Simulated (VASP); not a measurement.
# KNi (P1) in VASP: a series of runs

Runs on KNi. Level: PBE. Tasks: single point.

Program: VASP 6.6.1. These are calculated values, not measurements. Logs are shortened: lines on timing, memory, paths and dates and some standing lists are left out, and cuts for length are marked.

## 1. The cell of the first run

The typed cell holds 2 atoms: a = 3.043 Å, b = 3.043 Å, c = 4.859 Å, α = 90.00°, β = 90.00°, γ = 112.01°.

## 2. Single point, PBE, collinear spin, ferromagnetic start

The input, INCAR:

```
  ALGO = Normal
  EDIFF = 1E-6
  ENCUT = 520
  GGA = PE
  ISIF = 2
  ISMEAR = 1
  ISPIN = 2
  LASPH = T
  LCHARG = F
  LMAXMIX = 4
  LORBIT = 11
  LREAL = F
  LWAVE = F
  MAGMOM = 0 1
  NBANDS = 20
  NELM = 150
  PREC = Accurate
  SIGMA = 0.1
```

The input, KPOINTS:

```
k-points
0
Gamma
  7 7 4
```

The input, POSCAR:

```
KNi
1.0
    1.7013621700     -2.5228978400      0.0000000000
    1.7013621700      2.5228978400      0.0000000000
    0.0000000000      0.0000000000      4.8590734500
K Ni
1 1
Direct
    0.4966060000      0.5126130000      0.4991700000
    0.0022720000     -0.0059750000     -0.0019510000
```

Potentials or basis: VASP PAW PBE potentials, release 64 (K_sv, Ni).

Command:

```
$ cat potpaw_PBE.64/K_sv/POTCAR potpaw_PBE.64/Ni/POTCAR > POTCAR
$ mpirun -np 1 vasp_std > vasp.out
```

OUTCAR:

```text
EDIFF = 1E-6
   ENCUT = 520
   GGA = PE
   ISIF = 2
   ISMEAR = 1
   ISPIN = 2
   LASPH = T
   LORBIT = 11
   LREAL = F
   NELM = 150
   PREC = Accurate

 ion  position               nearest neighbor table
   1  0.497  0.513  0.499-   2 2.95   2 2.96   2 2.97   2 2.98
   2  0.002  0.994  0.998-   1 2.95   1 2.96   1 2.97   1 2.98

  LATTYP: Found a base centered orthorhombic cell.
 ALAT       =     3.4027243400
 B/A-ratio  =     1.4828693646
 C/A-ratio  =     1.4279950312

  Lattice vectors:

 A1 = (   1.7013621700,  -2.5228978400,   0.0000000000)
 A2 = (   1.7013621700,   2.5228978400,   0.0000000000)
 A3 = (   0.0000000000,   0.0000000000,   4.8590734500)

Analysis of symmetry for initial positions (statically):
=====================================================================
 Subroutine PRICEL returns:
 Original cell was already a primitive cell.

 Routine SETGRP: Setting up the symmetry group for a
 base centered orthorhombic supercell.

 Subroutine GETGRP returns: Found  1 space group operations
 (whereof  1 operations were pure point group operations)
 out of a pool of  8 trial point group operations.

The static configuration has the point symmetry C_1 .

Analysis of symmetry for dynamics (positions and initial velocities):
=====================================================================
 Subroutine PRICEL returns:
 Original cell was already a primitive cell.

 Routine SETGRP: Setting up the symmetry group for a
 base centered orthorhombic supercell.

 Subroutine GETGRP returns: Found  1 space group operations
 (whereof  1 operations were pure point group operations)
 out of a pool of  8 trial point group operations.

The dynamic configuration has the point symmetry C_1 .

Analysis of structural, dynamic, and magnetic symmetry:
=====================================================================
 Subroutine PRICEL returns:
 Original cell was already a primitive cell.

 Routine SETGRP: Setting up the symmetry group for a
 base centered orthorhombic supercell.

 Subroutine GETGRP returns: Found  1 space group operations
 (whereof  1 operations were pure point group operations)
 out of a pool of  8 trial point group operations.

The overall configuration has the point symmetry C_1 .

 Subroutine INISYM returns: Found  1 space group operations
 (whereof  1 operations are pure point group operations),
 and found     1 'primitive' translations

----------------------------------------------------------------------------------------

                                     Primitive cell

  volume of cell :      41.7138

  direct lattice vectors                    reciprocal lattice vectors
     1.701362170 -2.522897840  0.000000000     0.293882166 -0.198184798  0.000000000
     1.701362170  2.522897840  0.000000000     0.293882166  0.198184798  0.000000000
     0.000000000  0.000000000  4.859073450     0.000000000  0.000000000  0.205800552

  length of vectors
     3.042966767  3.042966767  4.859073450     0.354462892  0.354462892  0.205800552

  position of ions in fractional coordinates (direct lattice)
     0.496606000  0.512613000  0.499170000
     0.002272000  0.994025000  0.998049000

  ion indices of the primitive-cell ions
   primitive index   ion index
                 1           1
                 2           2

----------------------------------------------------------------------------------------

 KPOINTS: k-points

Automatic generation of k-mesh.
 Grid dimensions read from file:
 generate k-points for:    7    7    4

 Generating k-lattice:

  Cartesian coordinates                     Fractional coordinates (reciprocal lattice)
     0.041983167 -0.028312114  0.000000000     0.142857143  0.000000000  0.000000000
     0.041983167  0.028312114  0.000000000     0.000000000  0.142857143  0.000000000
     0.000000000  0.000000000  0.051450138     0.000000000  0.000000000  0.250000000

  Length of vectors
     0.050637556  0.050637556  0.051450138

  Shift w.r.t. Gamma in fractional coordinates (k-lattice)
     0.000000000  0.000000000  0.000000000

 Subroutine IBZKPT returns following result:
 ===========================================

 Found     99 irreducible k-points:

 Following reciprocal coordinates:
            Coordinates               Weight
  0.000000  0.000000  0.000000      1.000000
  0.142857 -0.000000  0.000000      2.000000
 -0.000000  0.142857  0.000000      2.000000
  0.285714 -0.000000  0.000000      2.000000
 -0.000000  0.285714  0.000000      2.000000
  0.428571  0.000000  0.000000      2.000000
[... 16 lines left out ...]
 -0.285714  0.285714  0.000000      2.000000
  0.428571  0.428571  0.000000      2.000000
 [... further k-points ...]
   k-points           NKPTS =     99   k-points in BZ     NKDIM =     99   number of bands    NBANDS=     20
   number of dos      NEDOS =    301   number of ions     NIONS =      2
   total plane-waves  NPLWV =  20736
   dimension x,y,z NGX =    24 NGY =   24 NGZ =   36
   dimension x,y,z NGXF=    48 NGYF=   48 NGZF=   72
   ions per type =               1   1
   NGX,Y,Z   is equivalent  to a cutoff of  13.11, 13.11, 12.32 a.u.
   NGXF,Y,Z  is equivalent  to a cutoff of  26.22, 26.22, 24.63 a.u.
 SYSTEM =  unknown system
   PREC   = accura    normal or accurate (medium, high low for compatibility)
   ISTART =      0    job   : 0-new  1-cont  2-samecut
   ICHARG =      2    charge: 1-file 2-atom 10-const
   ISPIN  =      2    spin polarized calculation?
   LNONCOLLINEAR =      F non collinear calculations
   LSORBIT =      F    spin-orbit coupling
   LASPH  =      T    aspherical Exc in radial PAW
   ENCUT  =  520.0 eV  38.22 Ry    6.18 a.u.   5.66  5.66  9.03*2*pi/ulx,y,z
   NELM   =    150;   NELMIN=  2; NELMDL= -5     # of ELM steps
   EDIFF  = 0.1E-05   stopping-criterion for ELM
   LREAL  =      F    real-space projection
   EDIFFG = 0.1E-04   stopping-criterion for IOM
   NSW    =      0    number of steps for IOM
   IBRION =     -1    ionic relax: 0-MD 1-quasi-New 2-CG
   NFREE  =      0    steps in history (QN), initial steepest desc. (CG)
   ISIF   =      2    stress and relaxation
   ISYM   =      2    0-nonsym 1-usesym 2-fastsym
   POTIM  = 0.5000    time-step for ionic-motion
   TEBEG  =    0.0;   TEEND  =   0.0 temperature during run
   PSTRESS=    0.0 pullay stress
   NELECT =      19.0000    total number of electrons
   NUPDOWN=      -1.0000    fix difference up-down
   EMIN   =  10.00;   EMAX   =-10.00  energy-range for DOS
   EFERMI =   0.00;   METHOD = LEGACY
   ISMEAR =     1;   SIGMA  =   0.10  broadening in eV -4-tet -1-fermi 0-gaus
   EFERMI_NEDOS =   21; number of points for ismear=-14 and -15
   IALGO  =     38    algorithm
   IMIX   =      4    mixing-type and parameters
     AMIX     =   0.40;   BMIX     =  1.00
     AMIX_MAG =   1.60;   BMIX_MAG =  1.00
  volume/ion in A,a.u.               =      20.86       140.75
  Fermi-wavevector in a.u.,A,eV,Ry     =   1.259600  2.380299 21.586905  1.586593
  Thomas-Fermi vector in A             =   2.393152
   LORBIT       =     11    0 simple, 1 ext, 2 COOP (PROOUT), +10 PAW based schemes
   GGA     = PE    functional components
   LHFCALC =     F    Hartree Fock is set to
   AEXX    =    0.0000 exact exchange contribution
   IVDW    =     0    specifies the selected vdW correction
   LEPSILON=     F    determine dielectric tensor
   LRPA    =     F    only Hartree local field effects (RPA)
 spin polarized calculation
 Methfessel and Paxton  Order N= 1 SIGMA  =   0.10
  energy-cutoff  :      520.00
  volume of cell :       41.71
 maximum number of plane-waves:      1140
   NGX = 11   NGY = 11   NGZ = 19

 number of electron      19.0000001 magnetization       0.0006871

 Free energy of the ion-electron system (eV)
  ---------------------------------------------------
  ext. energy  EPLUGINS =         0.00000000
  ---------------------------------------------------
  free energy    TOTEN  =        -4.42615402 eV

  energy without entropy =       -4.42766838  energy(sigma->0) =       -4.42665881

 E-fermi :   3.5414     XC(G=0):  -9.7478

 val. band max:        3.4887090572   @ k =   0.2857   0.1429   0.5000
 cond. band min:       3.6081917235   @ k =   0.1429  -0.0000   0.5000
 fundamental gap:      0.1194826663
 Fermi energy:         3.5414319092

 spin component 1

 k-point     1 :       0.0000    0.0000    0.0000
  band No.  band energies     occupation
      1     -28.0409      1.00000
      2     -11.4153      1.00000
      3     -10.8503      1.00000
      4     -10.6164      1.00000
      5      -1.0257      1.00000
      6       2.2425      1.00000
[... 12 lines left out ...]
     19      17.3321      0.00000
     20      21.0149      0.00000
[... 507 lines left out ...]
 k-point    24 :       0.4286    0.4286    0.0000
  band No.  band energies     occupation
      1     -27.6256      1.00000
      2     -12.3367      1.00000
      3     -11.5769      1.00000
      4     -10.9638      1.00000
      5       2.0893      1.00000
      6       2.2462      1.00000
[... 12 lines left out ...]
     19      16.5986      0.00000
     20      18.6986      0.00000

 [... further k-points ...]

 spin component 2

 k-point     1 :       0.0000    0.0000    0.0000
  band No.  band energies     occupation
      1     -28.0409      1.00000
      2     -11.4153      1.00000
      3     -10.8504      1.00000
      4     -10.6164      1.00000
      5      -1.0259      1.00000
      6       2.2431      1.00000
[... 12 lines left out ...]
     19      17.3325      0.00000
     20      21.0145      0.00000
[... 507 lines left out ...]
 k-point    24 :       0.4286    0.4286    0.0000
  band No.  band energies     occupation
      1     -27.6257      1.00000
      2     -12.3368      1.00000
      3     -11.5769      1.00000
      4     -10.9638      1.00000
      5       2.0904      1.00000
      6       2.2467      1.00000
[... 12 lines left out ...]
     19      16.5984      0.00000
     20      18.6984      0.00000

 [... further k-points ...]

------------------------ aborting loop because EDIFF is reached ----------------------------------------

  FORCE on cell =-STRESS in cart. coord.  units (eV):
  Direction    XX          YY          ZZ          XY          YZ          ZX
  --------------------------------------------------------------------------------------
  -------------------------------------------------------------------------------------
  Total        0.6262304     -0.5066093      1.2683288     -0.0024726      0.0001931      0.0006265
  in kB       24.0527545    -19.4582535     48.7149822     -0.0949711      0.0074183      0.0240644
  external PRESSURE =      17.7698277 kB  Pullay stress =       0.0000000 kB

 VOLUME and BASIS-vectors are now :
 -----------------------------------------------------------------------------
  energy-cutoff  :      520.00
  volume of cell :       41.71
      direct lattice vectors                 reciprocal lattice vectors
     1.701362170 -2.522897840  0.000000000     0.293882166 -0.198184798  0.000000000
     1.701362170  2.522897840  0.000000000     0.293882166  0.198184798  0.000000000
     0.000000000  0.000000000  4.859073450     0.000000000  0.000000000  0.205800552

 POSITION                                       TOTAL-FORCE (eV/Angst)
 -----------------------------------------------------------------------------------
      1.71705      0.04038      2.42550        -0.023484     -0.010502     -0.018813
      1.69506      2.50209      4.84959         0.023484      0.010502      0.018813
 -----------------------------------------------------------------------------------
    total drift:                               -0.000228     -0.000428      0.000204

  FREE ENERGIE OF THE ION-ELECTRON SYSTEM (eV)
  ---------------------------------------------------
  free  energy   TOTEN  =        -4.4261540237 eV

  energy  without entropy=       -4.4276683837  energy(sigma->0) =       -4.42665881

 total charge

# of ion       s       p       d       tot
------------------------------------------
    1        1.990   5.569   0.095   7.653
    2        0.438   0.126   8.421   8.985
--------------------------------------------------
tot          2.428   5.695   8.516  16.639

 magnetization (x)

# of ion       s       p       d       tot
------------------------------------------
    1       -0.000  -0.000  -0.000  -0.000
    2       -0.000  -0.000   0.001   0.001
--------------------------------------------------
tot         -0.000  -0.000   0.001   0.001
```

It took 80 s on 1 thread of Intel Xeon Platinum 8488C (Sapphire Rapids), shared host; peak memory 0.25 GiB.

Results:

* Free energy: -4.4262 eV
* Pressure: 1.8 GPa
* Largest force: 0.032 eV/Å
* Net moment: 0.00 μB per cell
* Valence electrons inside the program's atomic spheres: K 7.65; Ni 8.98

Forces on the atoms (eV/Å):
```
K   -0.023 -0.011 -0.019
Ni   0.023  0.011  0.019
```

Stress tensor (GPa, compression positive):
```
 2.41 -0.01  0.00
-0.01 -1.95  0.00
 0.00  0.00  4.87
```

Caveat: the stress differs along the axes, from -2 to 5 GPa; the moments typed at the start vanished in this run.

## 3. Single point, PBE, collinear spin, ferromagnetic start

The input, INCAR:

```
SYSTEM = KNi
PREC     = Accurate       ! precision mode
ENCUT    = 520            ! plane-wave cutoff, eV
EDIFF    = 1E-6           ! SCF threshold, eV
ISMEAR   = 1              ! smearing method
SIGMA    = 0.1            ! smearing width, eV
LREAL    = .False.        ! projectors in reciprocal space
LASPH    = .True.         ! aspherical terms in the spheres
NELM     = 150            ! most SCF steps
ALGO     = Fast           ! electronic algorithm
ISIF     = 2              ! what is computed and relaxed
LWAVE    = .False.        ! write WAVECAR
LCHARG   = .False.        ! write CHGCAR
ISPIN    = 2              ! spin polarisation
MAGMOM   = 0 1            ! initial moments
LORBIT   = 11             ! projections on sites
LMAXMIX  = 4              ! l up to which the mixer works
GGA      = PE             ! functional
NBANDS   = 20             ! bands
```

The input, KPOINTS:

```
regular mesh
0
Gamma
  7 7 4
  0 0 0
```

POSCAR is that of step 2.

Potentials or basis: VASP PAW PBE potentials, release 64 (K_sv, Ni).

Command:

```
$ cat potpaw_PBE.64/K_sv/POTCAR potpaw_PBE.64/Ni/POTCAR > POTCAR
$ mpirun -np 1 vasp_std > vasp.out
```

Wall time 96 s (1 thread of Intel Xeon Platinum 8488C (Sapphire Rapids), shared host); peak memory 0.25 GiB.

Results (log left out):

| Item | Value |
| --- | --- |
| Free energy | -4.4262 eV |
| Pressure | 1.8 GPa |
| Largest force | 0.032 eV/Å |
| Net moment | 0.00 μB per cell |
| Valence electrons inside the program's atomic spheres | K 7.65; Ni 8.98 |

Forces on the atoms (eV/Å):
```
K   -0.023 -0.010 -0.019
Ni   0.023  0.010  0.019
```

Stress tensor (GPa, compression positive):
```
 2.41 -0.01  0.00
-0.01 -1.94  0.00
 0.00  0.00  4.88
```

Levels at points of the mesh, in eV from the Fermi level:
Spin up:
```
           k point  band 8  band 9  band 10  band 11  band 12  band 13
(0.00, 0.00, 0.00)   -0.48   -0.46    -0.31     2.54     2.75     5.05
(0.00, 0.00, 0.50)   -0.76   -0.44    -0.36    -0.32     4.28     5.00
```
Spin down:
| k point | band 8 | band 9 | band 10 | band 11 | band 12 | band 13 |
| --- | --- | --- | --- | --- | --- | --- |
| (0.00, 0.00, 0.00) | -0.48 | -0.46 | -0.31 | 2.54 | 2.74 | 5.05 |
| (0.00, 0.00, 0.50) | -0.76 | -0.44 | -0.36 | -0.32 | 4.28 | 5.00 |

Caveat: the stress differs along the axes, from -2 to 5 GPa; the moments typed at the start vanished in this run.

## 4. Single point, PBE, collinear spin, ferromagnetic start (atoms moved at random)

The input, INCAR:

```
ALGO     = Normal         # electronic algorithm
EDIFF    = 1E-6           # SCF threshold, eV
ENCUT    = 520            # plane-wave cutoff, eV
GGA      = PE             # functional
ISIF     = 2              # what is computed and relaxed
ISMEAR   = -1             # smearing method
ISPIN    = 2              # spin polarisation
LASPH    = T              # aspherical terms in the spheres
LCHARG   = F              # write CHGCAR
LMAXMIX  = 4              # l up to which the mixer works
LORBIT   = 11             # projections on sites
LREAL    = F              # projectors in reciprocal space
LWAVE    = F              # write WAVECAR
MAGMOM   = 0 1            # initial moments
NBANDS   = 20             # bands
NELM     = 150            # most SCF steps
PREC     = Accurate       # precision mode
SIGMA    = 0.05           # smearing width, eV
```

The input, KPOINTS:

```
k-points
0
Gamma
  9 9 6
```

POSCAR is that of step 3.

Command:

```
$ cat potpaw_PBE.64/K_sv/POTCAR potpaw_PBE.64/Ni/POTCAR > POTCAR
$ mpirun -np 1 vasp_std > vasp.out
```

Wall time 9.7 min (1 thread of Intel Xeon 8259CL, shared host); peak memory 0.41 GiB.

It converged, with:

| Property | Result |
| --- | --- |
| Free energy | -4.4454 eV |
| Pressure | 1.9 GPa |
| Largest force | 0.030 eV/Å |
| Net moment | 0.00 μB per cell |
| Valence electrons inside the program's atomic spheres | K 7.65; Ni 8.98 |

Forces in eV/Å, atoms in the order of the input:
```
K   -0.023 -0.006 -0.019
Ni   0.023  0.006  0.019
```

Stress tensor (GPa, compression positive):
```
 2.18 -0.01  0.00
-0.01 -1.76  0.00
 0.00  0.00  5.20
```

Levels at points of the mesh, in eV from the Fermi level:
Spin up:
| k point | band 5 | band 6 | band 7 | band 8 | band 9 | band 10 | band 11 | band 12 | band 13 | band 14 |
| --- | --- | --- | --- | --- | --- | --- | --- | --- | --- | --- |
| (0.00, 0.00, 0.00) | -4.51 | -1.25 | -0.95 | -0.45 | -0.43 | -0.24 | 2.59 | 2.80 | 5.10 | 7.66 |
| (0.00, 0.00, 0.50) | -3.33 | -0.93 | -0.93 | -0.71 | -0.41 | -0.33 | -0.25 | 4.33 | 5.06 | 7.56 |
Spin down:
```csv
k point,band 7,band 8,band 9,band 10,band 11,band 12
"(0.00, 0.00, 0.00)",-0.95,-0.44,-0.43,-0.24,2.59,2.80
"(0.00, 0.00, 0.50)",-0.93,-0.71,-0.40,-0.33,-0.25,4.33
```

Caveat: the cell differs from its parent crystal (atoms moved at random); the stress differs along the axes, from -2 to 5 GPa; the moments typed at the start vanished in this run.
